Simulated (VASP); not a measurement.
A run of VASP 6.6.1 is set up as follows.

Contents of INCAR:

```
SYSTEM = Se
PREC = Accurate
ENCUT = 520
EDIFF = 1E-7
ISMEAR = 0
SIGMA = 0.1
LREAL = .False.
LASPH = .True.
NELM = 80
ALGO = Normal
ISIF = 2
LWAVE = .False.
LCHARG = .False.
GGA = PE
NBANDS = 34
```

Contents of KPOINTS:

```
Automatic mesh
0
Gamma
  3 3 6
  0 0 0
```

Contents of POSCAR:

```
Se
1.0
    7.7586778654      0.0000000000      0.0000000000
   -3.8793389327      6.7192121313      0.0000000000
    0.0000000000      0.0000000000      4.4845707714
Se
8
Direct
    0.8047485203      0.1952514797      0.5000000000
    0.8047485203      0.6094970405      0.5000000000
    0.3905029595      0.1952514797      0.5000000000
    0.1952514797      0.8047485203      0.5000000000
    0.1952514797      0.3905029595      0.5000000000
    0.6094970405      0.8047485203      0.5000000000
    0.3333333333      0.6666666667      0.0000000000
    0.6666666667      0.3333333333      0.0000000000
```

Potentials or basis: VASP PAW PBE potentials, release 64 (Se).

Launch:

```bash
$ cat potpaw_PBE.64/Se/POTCAR > POTCAR
$ mpirun -np 1 vasp_std > vasp.out
```

Problem. What does it give for the pressure?

Solution. -0.1 GPa.

Problem. Estimate the largest force.

Solution. 0.028 eV/Å.

Stress tensor (GPa, compression positive):
```
-0.15  0.00  0.00
 0.00 -0.15  0.00
 0.00  0.00  0.02
```
